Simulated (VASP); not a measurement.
Write the native input for VASP 6.6.1 that does the following.

* Task: single point
* Functional: PBEsol
* Potentials or basis: VASP PAW PBE potentials, release 64 (P)
* Cutoff: 520 eV
* k mesh: 8 × 1 × 6
* Occupations: gaussian, width 0.05 eV
* Spin: no spin polarisation
* Dipole correction: no
* Further INCAR settings: ALGO = Normal; EDIFF = 1e-06; NBANDS = 18

The structure of P lies in POSCAR:

```
P
1.0
    3.0216177471      0.0000000000      0.0000000000
    0.0000000000     32.0847673518      0.0000000000
    0.0000000000      0.0000000000      4.7918629625
P
4
Direct
    0.0000000000      0.9696876239      0.5826201324
    0.0000000000      0.0303123761      0.4173798676
    0.5000000000      0.0303123761      0.0826201324
    0.5000000000      0.9696876239      0.9173798676
```

This cell differs from its parent crystal: strain -0.080 along x and y, +0.080 along z.

The input as run:

INCAR

```
  PREC = Accurate
  ENCUT = 520
  EDIFF = 1E-6
  ISMEAR = 0
  SIGMA = 0.05
  LREAL = F
  LASPH = T
  NELM = 80
  ALGO = Normal
  ISIF = 2
  LWAVE = F
  LCHARG = F
  GGA = PS
  NBANDS = 18
```

KPOINTS

```
Automatic mesh
0
Gamma
  8 1 6
```

Potentials or basis: VASP PAW PBE potentials, release 64 (P).

Launch:

```bash
$ cat potpaw_PBE.64/P/POTCAR > POTCAR
$ mpirun -np 1 vasp_std > vasp.out
```

Results of the run:

| Item | Value |
| --- | --- |
| Largest force | 2.013 eV/Å |
| Band gap on the k mesh | 0.54 eV (least direct gap 0.97 eV) |

Caveat: the cell differs from its parent crystal (strain -0.080 along x and y, +0.080 along z); the PAW data sets were made with another functional, which shifts forces and pressure a little.

Run time: 8.3 min on 1 thread of Oxide Virtual Turin-like Processor (shared host), peak memory 0.48 GiB.
